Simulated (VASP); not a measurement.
# MgI2 (Cm) in VASP: further runs

MgI2 is run at these levels: PBE; tasks: single point.

All numbers are computed with VASP 6.6.1; they aren't measurements. Logs are shortened: lines on timing, memory, paths and dates and some standing lists are left out, and cuts for length are marked.

## 1. The cell of the first run

Symmetry: Cm, No. 8, monoclinic system. The conventional cell has a = 7.194 Å, b = 4.154 Å, c = 6.862 Å, α = 90.00°, β = 90.00°, γ = 90.00°. Within 3.6 Å of Mg (site symmetry m) lie 6 I at 2.70 to 3.16 Å. I (site symmetry m) has 3 Mg at 2.70 to 2.89 Å within 3.6 Å. Within 3.9 Å of I (site symmetry m) lie 3 Mg at 2.98 to 3.16 Å.

## 2. Single point, PBE (atom 1 (Mg) moved by (-0.150, -0.300) A along y and z)

INCAR

```
PREC     = Accurate       # precision mode
ENCUT    = 520            # plane-wave cutoff, eV
EDIFF    = 1E-7           # SCF threshold, eV
ISMEAR   = 0              # smearing method
SIGMA    = 0.05           # smearing width, eV
LREAL    = False          # projectors in reciprocal space
LASPH    = True           # aspherical terms in the spheres
NELM     = 60             # most SCF steps
ALGO     = Normal         # electronic algorithm
ISIF     = 2              # what is computed and relaxed
LWAVE    = False          # write WAVECAR
LCHARG   = False          # write CHGCAR
GGA      = PE             # functional
NBANDS   = 15             # bands
```

KPOINTS

```
Automatic mesh
0
Gamma
  6 6 4
```

POSCAR

```
MgI2
1.0
    4.1537001214      0.0000000000      0.0000000000
   -2.0768500607      3.5972098248      0.0000000000
    0.0000000000      0.0000000000      6.8620000000
Mg I
1 2
Direct
   -0.0208494927     -0.0416989854     -0.0437190324
    0.3333333333      0.6666666667      0.7576300000
    0.6666666667      0.3333333333      0.2423700000
```

Potentials or basis: VASP PAW PBE potentials, release 64 (Mg, I).

Started as:

```bash
$ cat potpaw_PBE.64/Mg/POTCAR potpaw_PBE.64/I/POTCAR > POTCAR
$ mpirun -np 1 vasp_std > vasp.out
```

OUTCAR:

```text
PREC = Accurate
   ENCUT = 520
   EDIFF = 1E-7
   ISMEAR = 0
   LREAL = False
   LASPH = True
   NELM = 60
   ISIF = 2
   GGA = PE

 ion  position               nearest neighbor table
   1  0.979  0.958  0.956-   2 2.70   2 2.70   2 2.89   3 2.98   3 3.16   3 3.16
   2  0.333  0.667  0.758-   1 2.70   1 2.70   1 2.89
   3  0.667  0.333  0.242-   1 2.98   1 3.16   1 3.16

  LATTYP: Found a hexagonal cell.
 ALAT       =     4.1537001214
 C/A-ratio  =     1.6520210413

  Lattice vectors:

 A1 = (   4.1537001214,   0.0000000000,   0.0000000000)
 A2 = (  -2.0768500607,   3.5972098248,   0.0000000000)
 A3 = (   0.0000000000,   0.0000000000,   6.8620000000)

Analysis of symmetry for initial positions (statically):
=====================================================================
 Subroutine PRICEL returns:
 Original cell was already a primitive cell.

 Routine SETGRP: Setting up the symmetry group for a
 hexagonal supercell.

 Subroutine GETGRP returns: Found  2 space group operations
 (whereof  2 operations were pure point group operations)
 out of a pool of 24 trial point group operations.

The static configuration has the point symmetry C_1h.

Analysis of symmetry for dynamics (positions and initial velocities):
=====================================================================
 Subroutine PRICEL returns:
 Original cell was already a primitive cell.

 Routine SETGRP: Setting up the symmetry group for a
 hexagonal supercell.

 Subroutine GETGRP returns: Found  2 space group operations
 (whereof  2 operations were pure point group operations)
 out of a pool of 24 trial point group operations.

The dynamic configuration has the point symmetry C_1h.

 Subroutine INISYM returns: Found  2 space group operations
 (whereof  2 operations are pure point group operations),
 and found     1 'primitive' translations

----------------------------------------------------------------------------------------

                                     Primitive cell

  volume of cell :     102.5302

  direct lattice vectors                    reciprocal lattice vectors
     4.153700121  0.000000000  0.000000000     0.240749205  0.138996618  0.000000000
    -2.076850061  3.597209825  0.000000000     0.000000000  0.277993236  0.000000000
     0.000000000  0.000000000  6.862000000     0.000000000  0.000000000  0.145730108

  length of vectors
     4.153700121  4.153700121  6.862000000     0.277993236  0.277993236  0.145730108

  position of ions in fractional coordinates (direct lattice)
     0.979150507  0.958301015  0.956280968
     0.333333333  0.666666667  0.757630000
     0.666666667  0.333333333  0.242370000

  ion indices of the primitive-cell ions
   primitive index   ion index
                 1           1
                 2           2
                 3           3

----------------------------------------------------------------------------------------

 KPOINTS: Automatic mesh

Automatic generation of k-mesh.
 Grid dimensions read from file:
 generate k-points for:    6    6    4

 Generating k-lattice:

  Cartesian coordinates                     Fractional coordinates (reciprocal lattice)
     0.040124867  0.023166103  0.000000000     0.166666667 -0.000000000  0.000000000
     0.000000000  0.046332206  0.000000000     0.000000000  0.166666667  0.000000000
     0.000000000  0.000000000  0.036432527     0.000000000  0.000000000  0.250000000

  Length of vectors
     0.046332206  0.046332206  0.036432527

  Shift w.r.t. Gamma in fractional coordinates (k-lattice)
     0.000000000  0.000000000  0.000000000

 Subroutine IBZKPT returns following result:
 ===========================================

 Found     47 irreducible k-points:

 Following reciprocal coordinates:
            Coordinates               Weight
  0.000000  0.000000  0.000000      1.000000
  0.166667  0.000000  0.000000      4.000000
  0.000000  0.166667  0.000000      2.000000
  0.333333  0.000000  0.000000      4.000000
  0.000000  0.333333  0.000000      2.000000
  0.500000  0.000000  0.000000      2.000000
[... 16 lines left out ...]
  0.500000  0.000000  0.250000      4.000000
  0.000000  0.500000  0.250000      2.000000
 [... further k-points ...]
   k-points           NKPTS =     47   k-points in BZ     NKDIM =     47   number of bands    NBANDS=     15
   number of dos      NEDOS =    301   number of ions     NIONS =      3
   total plane-waves  NPLWV =  55296
   dimension x,y,z NGX =    32 NGY =   32 NGZ =   54
   dimension x,y,z NGXF=    64 NGYF=   64 NGZF=  108
   ions per type =               1   2
   NGX,Y,Z   is equivalent  to a cutoff of  12.81, 12.81, 13.08 a.u.
   NGXF,Y,Z  is equivalent  to a cutoff of  25.62, 25.62, 26.17 a.u.
 SYSTEM =  unknown system
   PREC   = accura    normal or accurate (medium, high low for compatibility)
   ISTART =      0    job   : 0-new  1-cont  2-samecut
   ICHARG =      2    charge: 1-file 2-atom 10-const
   ISPIN  =      1    spin polarized calculation?
   LNONCOLLINEAR =      F non collinear calculations
   LSORBIT =      F    spin-orbit coupling
   LASPH  =      T    aspherical Exc in radial PAW
   ENCUT  =  520.0 eV  38.22 Ry    6.18 a.u.   7.72  7.72 12.76*2*pi/ulx,y,z
   NELM   =     60;   NELMIN=  2; NELMDL= -5     # of ELM steps
   EDIFF  = 0.1E-06   stopping-criterion for ELM
   LREAL  =      F    real-space projection
   EDIFFG = 0.1E-05   stopping-criterion for IOM
   NSW    =      0    number of steps for IOM
   IBRION =     -1    ionic relax: 0-MD 1-quasi-New 2-CG
   NFREE  =      0    steps in history (QN), initial steepest desc. (CG)
   ISIF   =      2    stress and relaxation
   ISYM   =      2    0-nonsym 1-usesym 2-fastsym
   POTIM  = 0.5000    time-step for ionic-motion
   TEBEG  =    0.0;   TEEND  =   0.0 temperature during run
   PSTRESS=    0.0 pullay stress
   NELECT =      16.0000    total number of electrons
   NUPDOWN=      -1.0000    fix difference up-down
   EMIN   =  10.00;   EMAX   =-10.00  energy-range for DOS
   EFERMI =   0.00;   METHOD = LEGACY
   ISMEAR =     0;   SIGMA  =   0.05  broadening in eV -4-tet -1-fermi 0-gaus
   EFERMI_NEDOS =   21; number of points for ismear=-14 and -15
   IALGO  =     38    algorithm
   IMIX   =      4    mixing-type and parameters
     AMIX     =   0.40;   BMIX     =  1.00
     AMIX_MAG =   1.60;   BMIX_MAG =  1.00
  volume/ion in A,a.u.               =      34.18       230.64
  Fermi-wavevector in a.u.,A,eV,Ry     =   0.881382  1.665571 10.569477  0.776835
  Thomas-Fermi vector in A             =   2.001871
   LORBIT       =      0    0 simple, 1 ext, 2 COOP (PROOUT), +10 PAW based schemes
   GGA     = PE    functional components
   LHFCALC =     F    Hartree Fock is set to
   AEXX    =    0.0000 exact exchange contribution
   IVDW    =     0    specifies the selected vdW correction
   LEPSILON=     F    determine dielectric tensor
   LRPA    =     F    only Hartree local field effects (RPA)
 non-spin polarized calculation
 Gauss-broadening in eV      SIGMA  =   0.05
  energy-cutoff  :      520.00
  volume of cell :      102.53
 maximum number of plane-waves:      2798
   NGX = 15   NGY = 15   NGZ = 25

 number of electron      16.0000001 magnetization

 Free energy of the ion-electron system (eV)
  ---------------------------------------------------
  ext. energy  EPLUGINS =         0.00000000
  ---------------------------------------------------
  free energy    TOTEN  =        -7.41121222 eV

  energy without entropy =       -7.41121222  energy(sigma->0) =       -7.41121222

 E-fermi :   3.1046     XC(G=0):  -8.2105

 val. band max:        2.8781766307   @ k =   0.0000   0.0000   0.0000
 cond. band min:       5.7129315001   @ k =   0.0000   0.5000   0.2500
 fundamental gap:      2.8347548694
 Fermi energy:         3.1046457872

 k-point     1 :       0.0000    0.0000    0.0000
  band No.  band energies     occupation
      1     -10.2358      2.00000
      2      -8.6442      2.00000
      3      -1.2665      2.00000
      4       1.0524      2.00000
      5       1.2794      2.00000
      6       2.3731      2.00000
      7       2.7812      2.00000
      8       2.8782      2.00000
      9       5.7835      0.00000
     10       7.1855      0.00000
     11       8.5860      0.00000
     12       8.7704      0.00000
     13       9.8388      0.00000
     14      10.5693      0.00000
     15      10.7839      0.00000

 k-point     2 :       0.1667    0.0000    0.0000
  band No.  band energies     occupation
      1     -10.1103      2.00000
      2      -8.5574      2.00000
      3      -1.0827      2.00000
      4       0.1803      2.00000
      5       1.0052      2.00000
      6       1.9458      2.00000
      7       2.2845      2.00000
      8       2.6771      2.00000
      9       6.6664      0.00000
     10       7.7181      0.00000
     11       8.3633      0.00000
     12       9.1601      0.00000
     13       9.4279      0.00000
     14      10.4258      0.00000
     15      10.7311      0.00000

 k-point     3 :       0.0000    0.1667    0.0000
  band No.  band energies     occupation
      1     -10.1128      2.00000
      2      -8.5560      2.00000
      3      -1.0791      2.00000
      4       0.3402      2.00000
      5       0.8411      2.00000
      6       1.8792      2.00000
      7       2.2859      2.00000
      8       2.7330      2.00000
      9       6.6522      0.00000
     10       7.6235      0.00000
     11       8.4090      0.00000
     12       9.2497      0.00000
     13       9.5083      0.00000
     14      10.4740      0.00000
     15      10.6545      0.00000

 k-point     4 :       0.3333    0.0000    0.0000
  band No.  band energies     occupation
      1      -9.8312      2.00000
      2      -8.3755      2.00000
      3      -1.3312      2.00000
      4      -0.3946      2.00000
      5       0.6129      2.00000
      6       0.7657      2.00000
      7       1.9192      2.00000
      8       2.4126      2.00000
      9       6.2081      0.00000
     10       7.5697      0.00000
     11       8.5000      0.00000
     12       9.4353      0.00000
     13       9.9830      0.00000
     14      10.7438      0.00000
     15      11.3968      0.00000
[... 307 lines left out ...]
 k-point    22 :       0.0000   -0.3333    0.2500
  band No.  band energies     occupation
      1      -9.8312      2.00000
      2      -8.3857      2.00000
      3      -1.3000      2.00000
      4      -0.2626      2.00000
      5       0.5020      2.00000
      6       0.8206      2.00000
      7       1.8509      2.00000
      8       2.4011      2.00000
      9       5.9956      0.00000
     10       7.4345      0.00000
     11       8.9900      0.00000
     12       9.7513      0.00000
     13       9.7750      0.00000
     14      10.4837      0.00000
     15      11.5192      0.00000

 k-point    23 :       0.5000    0.0000    0.2500
  band No.  band energies     occupation
      1      -9.6701      2.00000
      2      -8.2834      2.00000
      3      -1.9018      2.00000
      4      -0.4124      2.00000
      5       0.4709      2.00000
      6       0.7973      2.00000
      7       1.6894      2.00000
      8       2.2236      2.00000
      9       5.7388      0.00000
     10       7.1163      0.00000
     11       8.6716      0.00000
     12       9.0731      0.00000
     13       9.6327      0.00000
     14      11.2006      0.00000
     15      12.9951      0.00000

 k-point    24 :       0.0000    0.5000    0.2500
  band No.  band energies     occupation
      1      -9.6834      2.00000
      2      -8.2757      2.00000
      3      -1.7555      2.00000
      4      -0.4761      2.00000
      5       0.3462      2.00000
      6       0.7858      2.00000
      7       1.6977      2.00000
      8       2.2642      2.00000
      9       5.7129      0.00000
     10       7.0394      0.00000
     11       8.7422      0.00000
     12       9.0718      0.00000
     13       9.5960      0.00000
     14      11.2067      0.00000
     15      13.0231      0.00000

 [... further k-points ...]
[... 5 lines left out ...]
  --------------------------------------------------------------------------------------
  -------------------------------------------------------------------------------------
  Total        2.1714883      1.0849637      0.8169394      0.0000000      0.4367315      0.0000000
  in kB       33.9325468     16.9540781     12.7658231      0.0000000      6.8245413      0.0000000
  external PRESSURE =      21.2174827 kB  Pullay stress =       0.0000000 kB

 VOLUME and BASIS-vectors are now :
 -----------------------------------------------------------------------------
  energy-cutoff  :      520.00
  volume of cell :      102.53
      direct lattice vectors                 reciprocal lattice vectors
     4.153700121  0.000000000  0.000000000     0.240749205  0.138996618  0.000000000
    -2.076850061  3.597209825  0.000000000     0.000000000  0.277993236  0.000000000
     0.000000000  0.000000000  6.862000000     0.000000000  0.000000000  0.145730108

 POSITION                                       TOTAL-FORCE (eV/Angst)
 -----------------------------------------------------------------------------------
      2.07685      3.44721      6.56200         0.000000      0.444537      1.688946
     -0.00000      2.39814      5.19886         0.000000     -0.393340     -1.049964
      2.07685      1.19907      1.66314         0.000000     -0.051197     -0.638982
 -----------------------------------------------------------------------------------
    total drift:                               -0.000000      0.000093      0.000274

  FREE ENERGIE OF THE ION-ELECTRON SYSTEM (eV)
  ---------------------------------------------------
  free  energy   TOTEN  =        -7.4112122211 eV

  energy  without entropy=       -7.4112122211  energy(sigma->0) =       -7.41121222
```

Wall time 1.7 min (1 thread of Intel Xeon 8259CL, shared host); peak memory 0.26 GiB.

Results:

```yaml
Free_energy: -7.4112 eV
Pressure: 2.1 GPa
Largest_force: 1.746 eV/Å
Band_gap_on_the_k_mesh: 2.83 eV (least direct gap 2.91 eV)
```

Forces on the atoms (eV/Å):
```
Mg   0.000  0.445  1.689
I    0.000 -0.393 -1.050
I    0.000 -0.051 -0.639
```

Caveat: the cell differs from its parent crystal (atom 1 (Mg) moved by (-0.150, -0.300) A along y and z); spin-orbit coupling is left out, which moves the levels of the heavy elements; this functional lacks dispersion, which binds layers or chains, so the pressure and a relaxed spacing across them are unreliable; forces of over 1 eV/Å act on the atoms, so gaps and moduli don't describe the material at rest. A k mesh can miss the band edges.

[end of part 1 of 2]
